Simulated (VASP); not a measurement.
# TiSi (P4/mmm) in VASP: further runs, part 2 of 2

VASP 6.6.1.

## (3) Single point, r2SCAN

This run uses another cell than the first one, of 15.12 Å³/atom, 1.059 times its volume.

POSCAR reads:

```
TiSi
1.0
    2.8466768840      0.0000000000      0.0000000000
    0.0000000000      2.8466768840      0.0000000000
    0.0000000000      0.0000000000      3.7311800586
Ti Si
1 1
Direct
    0.5000000000      0.5000000000      0.5000000000
    0.0000000000      0.0000000000      0.0000000000
```

INCAR.step1 reads:

```
ALGO     = Normal         # electronic algorithm
EDIFF    = 1E-4           # SCF threshold, eV
ENCUT    = 520            # plane-wave cutoff, eV
GGA      = PE             # functional
ISMEAR   = 0              # smearing method
LASPH    = True           # aspherical terms in the spheres
LCHARG   = False          # write CHGCAR
LREAL    = False          # projectors in reciprocal space
LWAVE    = True           # write WAVECAR
NBANDS   = 15             # bands
NELM     = 80             # most SCF steps
PREC     = Accurate       # precision mode
SIGMA    = 0.1            # smearing width, eV
```

INCAR.step2 reads:

```
ALGO     = Normal         # electronic algorithm
EDIFF    = 1E-6           # SCF threshold, eV
ENCUT    = 520            # plane-wave cutoff, eV
ISIF     = 2              # what is computed and relaxed
ISMEAR   = 0              # smearing method
ISTART   = 1            
LASPH    = True           # aspherical terms in the spheres
LCHARG   = False          # write CHGCAR
LMIXTAU  = True         
LREAL    = False          # projectors in reciprocal space
LWAVE    = False          # write WAVECAR
METAGGA  = R2SCAN         # meta-GGA
NBANDS   = 15             # bands
NELM     = 80             # most SCF steps
PREC     = Accurate       # precision mode
SIGMA    = 0.1            # smearing width, eV
```

KPOINTS reads:

```
k-points
0
Gamma
  6 6 6
```

Potentials or basis: VASP PAW PBE potentials, release 64 (Ti_sv, Si).

Launch:

```
$ cat potpaw_PBE.64/Ti_sv/POTCAR potpaw_PBE.64/Si/POTCAR > POTCAR
$ cp INCAR.step1 INCAR
$ mpirun -np 1 vasp_std > vasp.out
$ cp INCAR.step2 INCAR
$ mpirun -np 1 vasp_std > vasp.out
```

OUTCAR:

```text
EDIFF = 1E-6
   ENCUT = 520
   ISIF = 2
   ISMEAR = 0
   ISTART = 1
   LASPH = True
   LREAL = False
   METAGGA = R2SCAN
   NELM = 80
   PREC = Accurate

 ion  position               nearest neighbor table
   1  0.500  0.500  0.500-   2 2.74   2 2.74   2 2.74   2 2.74   2 2.74   2 2.74   2 2.74   2 2.74

   2  0.000  0.000  0.000-   1 2.74   1 2.74   1 2.74   1 2.74   1 2.74   1 2.74   1 2.74   1 2.74

  LATTYP: Found a simple tetragonal cell.
 ALAT       =     2.8466768840
 C/A-ratio  =     1.3107142857

  Lattice vectors:

[... 612 lines left out ...]
     11      12.0393      0.00000
     12      13.6338      0.00000
     13      15.4322      0.00000
     14      18.0299      0.00000
     15      20.0660      0.00000

 [... further k-points ...]
[... 5 lines left out ...]
  --------------------------------------------------------------------------------------
  -------------------------------------------------------------------------------------
  Total       -1.5656206     -1.5656206     -0.1741117      0.0000000      0.0000000      0.0000000
  in kB      -82.9611122    -82.9611122     -9.2260512      0.0000000      0.0000000      0.0000000
  external PRESSURE =     -58.3827586 kB  Pullay stress =       0.0000000 kB

 VOLUME and BASIS-vectors are now :
 -----------------------------------------------------------------------------
  energy-cutoff  :      520.00
  volume of cell :       30.24
      direct lattice vectors                 reciprocal lattice vectors
     2.846676884  0.000000000  0.000000000     0.351286795  0.000000000  0.000000000
     0.000000000  2.846676884  0.000000000     0.000000000  0.351286795  0.000000000
     0.000000000  0.000000000  3.731180059     0.000000000  0.000000000  0.268011724

 POSITION                                       TOTAL-FORCE (eV/Angst)
 -----------------------------------------------------------------------------------
      1.42334      1.42334      1.86559         0.000000      0.000000      0.000000
      0.00000      0.00000      0.00000         0.000000      0.000000      0.000000
 -----------------------------------------------------------------------------------
    total drift:                                0.000000      0.000000     -0.000000

  FREE ENERGIE OF THE ION-ELECTRON SYSTEM (eV)
  ---------------------------------------------------
  free  energy   TOTEN  =       -22.6620706431 eV

  energy  without entropy=      -22.6527737060  energy(sigma->0) =      -22.65742217
```

OUTCAR.step1:

```text
EDIFF = 1E-4
   ENCUT = 520
   GGA = PE
   ISMEAR = 0
   LASPH = True
[... 655 lines left out ...]
 -----------------------------------------------------------------------------------
      1.42334      1.42334      1.86559         0.000000      0.000000      0.000000
      0.00000      0.00000      0.00000         0.000000      0.000000      0.000000
 -----------------------------------------------------------------------------------
    total drift:                                0.000000      0.000000     -0.000000

  FREE ENERGIE OF THE ION-ELECTRON SYSTEM (eV)
  ---------------------------------------------------
  free  energy   TOTEN  =       -14.2092584461 eV

  energy  without entropy=      -14.1940967676  energy(sigma->0) =      -14.20167761
```

Wall time 22 s (1 thread of Intel Xeon 6975P-C (Granite Rapids), shared host); peak memory 0.15 GiB.

Results:

| Property | Result |
| --- | --- |
| Free energy | -22.6621 eV |
| Pressure | -5.8 GPa |
| Band gap on the k mesh | zero (band 8 reaches 10.78 eV, above the bottom of band 9 at 9.42 eV) |

Caveat: the k points lie up to 0.37 Å⁻¹ apart; the PAW data sets were made with another functional, which shifts forces and pressure a little.

## (4) Relaxation of cell and atoms, r2SCAN

This run uses another cell than the first one, of 15.12 Å³/atom, 1.059 times its volume.

POSCAR is that of step 3.

INCAR.step1 reads:

```
SYSTEM = TiSi
PREC = Accurate ; ENCUT = 600
ISMEAR = 0 ; SIGMA = 0.1
LREAL = .FALSE. ; LASPH = .TRUE.
NELM = 60 ; GGA = PE
ALGO = Normal ; EDIFF = 1E-4
LWAVE = .TRUE. ; LCHARG = .FALSE.
```

INCAR.step2 reads:

```
SYSTEM = TiSi
PREC = Accurate ; ENCUT = 600
EDIFF = 1E-7 ; ISMEAR = 0
SIGMA = 0.1 ; LREAL = .FALSE.
LASPH = .TRUE. ; NELM = 60
ALGO = Normal ; ISIF = 3
LWAVE = .FALSE. ; LCHARG = .FALSE.
METAGGA = R2SCAN ; LMIXTAU = .TRUE.
IBRION = 2 ; NSW = 90
EDIFFG = -0.04 ; ISTART = 1
```

KPOINTS reads:

```
Automatic mesh
0
G
  6 6 6
  0 0 0
```

Launch:

```
$ cat potpaw_PBE.64/Ti_sv/POTCAR potpaw_PBE.64/Si/POTCAR > POTCAR
$ cp INCAR.step1 INCAR
$ mpirun -np 1 vasp_std > vasp.out
$ cp INCAR.step2 INCAR
$ mpirun -np 1 vasp_std > vasp.out
```

Run time: 95 s. Hardware: 1 thread of Intel Xeon 6975P-C (Granite Rapids), shared host; peak memory 0.16 GiB.

It converged, with:

```yaml
Free_energy: -22.7218 eV
Relaxed_volume: 14.32 Å³/atom
Relaxed_cell: a = 2.736 Å, b = 2.736 Å, c = 3.825 Å, α = 90.00°, β = 90.00°, γ = 90.00°
Space_group_after_relaxing_to_0.05_Å: P4/mmm (No. 123)
Energy_gained_by_relaxing: 29.8 meV/atom
Ionic_steps: 5
Pressure_after_relaxing: -0.1 GPa
Band_gap_on_the_k_mesh: zero (band 8 reaches 11.13 eV, above the bottom of band 9 at 9.86 eV)
```

Stress tensor (GPa, compression positive):
```
-0.06  0.00  0.00
 0.00 -0.06  0.00
 0.00  0.00 -0.19
```

Step by step:
```csv
step,energy change (eV),largest force (eV/Å),pressure (GPa),volume (Å³)
1,0.0000,0.0000,-5.86,30.24
2,-0.0398,0.0000,4.72,27.87
3,-0.0463,0.0000,1.78,28.46
4,-0.0590,0.0000,0.38,28.60
5,-0.0597,0.0000,-0.11,28.64
```

Final structure:
```cif
data_structure
_symmetry_space_group_name_H-M 'P 1'
_symmetry_Int_Tables_number 1
_cell_length_a 2.7362
_cell_length_b 2.7362
_cell_length_c 3.8254
_cell_angle_alpha 90.000
_cell_angle_beta 90.000
_cell_angle_gamma 90.000
_cell_volume 28.64
loop_
_atom_site_label
_atom_site_type_symbol
_atom_site_fract_x
_atom_site_fract_y
_atom_site_fract_z
_atom_site_occupancy
Ti1 Ti 0.50000 0.50000 0.50000 1
Si1 Si 0.00000 0.00000 0.00000 1
```

Levels at points of the mesh, in eV from the Fermi level:
```tsv
k point	band 5	band 6	band 7	band 8	band 9	band 10	band 11	band 12
(0.00, 0.00, 0.00)	-12.76	-2.67	-2.26	-1.55	2.33	2.33	3.87	5.93
(0.50, 0.00, 0.00)	-8.31	-7.06	-3.22	-0.64	1.74	2.84	4.60	4.76
(0.50, 0.50, 0.00)	-5.87	-3.21	-3.21	-1.21	-0.68	-0.68	2.92	3.28
(0.00, 0.00, 0.50)	-11.42	-7.10	-1.23	0.59	1.38	1.38	3.90	6.82
(0.50, 0.00, 0.50)	-8.60	-5.60	-3.05	-1.79	1.57	1.97	2.41	3.49
(0.50, 0.50, 0.50)	-4.64	-4.64	-4.07	-2.69	1.95	2.51	3.98	3.98
```

Caveat: the k points lie up to 0.38 Å⁻¹ apart in the final cell; the PAW data sets were made with another functional, which shifts forces and pressure a little.

## (5) Single point, r2SCAN

POSCAR reads:

```
TiSi
1.0
    2.7367998677      0.0000000000      0.0000000000
    0.0000000000      2.7367998677      0.0000000000
    0.0000000000      0.0000000000      3.8169608857
Ti Si
1 1
Direct
    0.5000000000      0.5000000000      0.5000000000
    0.0000000000      0.0000000000      0.0000000000
```

INCAR.step1 reads:

```
PREC = Accurate
ENCUT = 520
ISMEAR = 0
SIGMA = 0.1
LREAL = F
LASPH = T
NELM = 60
NBANDS = 15
GGA = PE
ALGO = Normal
EDIFF = 1E-4
LWAVE = T
LCHARG = F
```

INCAR.step2 reads:

```
PREC = Accurate
ENCUT = 520
EDIFF = 1E-6
ISMEAR = 0
SIGMA = 0.1
LREAL = F
LASPH = T
NELM = 60
ALGO = Normal
ISIF = 2
LWAVE = F
LCHARG = F
METAGGA = R2SCAN
LMIXTAU = T
NBANDS = 15
ISTART = 1
```

KPOINTS reads:

```
regular mesh
0
Gamma
  20 20 14
```

Launch:

```
$ cat potpaw_PBE.64/Ti_sv/POTCAR potpaw_PBE.64/Si/POTCAR > POTCAR
$ cp INCAR.step1 INCAR
$ mpirun -np 1 vasp_std > vasp.out
$ cp INCAR.step2 INCAR
$ mpirun -np 1 vasp_std > vasp.out
```

It took 4 min on 1 thread of Intel Xeon 6975P-C (Granite Rapids), shared host; peak memory 0.32 GiB.

The run converged. Its results:

* Free energy: -22.7659 eV
* Pressure: 0.4 GPa
* Band gap on the k mesh: zero (band 8 reaches 11.36 eV, above the bottom of band 9 at 9.72 eV)

Levels at points of the mesh, in eV from the Fermi level:
```tsv
k point	band 5	band 6	band 7	band 8	band 9	band 10	band 11	band 12
(0.00, 0.00, 0.00)	-12.83	-2.81	-2.31	-1.71	2.16	2.16	3.65	5.87
(0.50, 0.00, 0.00)	-8.38	-7.13	-3.33	-0.80	1.54	2.66	4.43	4.67
(0.50, 0.50, 0.00)	-6.00	-3.27	-3.27	-1.33	-0.82	-0.82	2.81	3.22
(0.00, 0.00, 0.50)	-11.46	-7.22	-1.39	0.45	1.23	1.23	3.68	6.76
(0.50, 0.00, 0.50)	-8.67	-5.65	-3.16	-1.93	1.44	1.76	2.24	3.37
(0.50, 0.50, 0.50)	-4.73	-4.73	-4.24	-2.75	1.89	2.35	3.87	3.87
```

Caveat: the PAW data sets were made with another functional, which shifts forces and pressure a little.

## (6) The runs side by side

```csv
task,cell,k mesh,cutoff (eV),gap on the mesh (eV),pressure (GPa)
single point,"a = 2.733, b = 2.733, c = 3.823 Å, 2 atoms",6 × 6 × 6,520,none,0.3
single point,"a = 2.847, b = 2.847, c = 3.731 Å, 2 atoms",6 × 6 × 6,520,none,-5.8
relaxation of cell and atoms,"relaxed from a = 2.847, b = 2.847, c = 3.731 Å, 2 atoms",6 × 6 × 6,600,none,-0.1
single point,"a = 2.737, b = 2.737, c = 3.817 Å, 2 atoms",20 × 20 × 14,520,none,0.4
```

Alike in all rows: level r2SCAN; potentials or basis VASP PAW PBE potentials, release 64 (Ti_sv, Si); no spin polarisation; smearing gaussian 0.1 eV.

Caveats: some runs use coarse meshes; the PAW data sets were made with another functional, which shifts forces and pressure a little.

Total energies depend on the potentials used, so only differences within one code and one set of settings carry meaning.
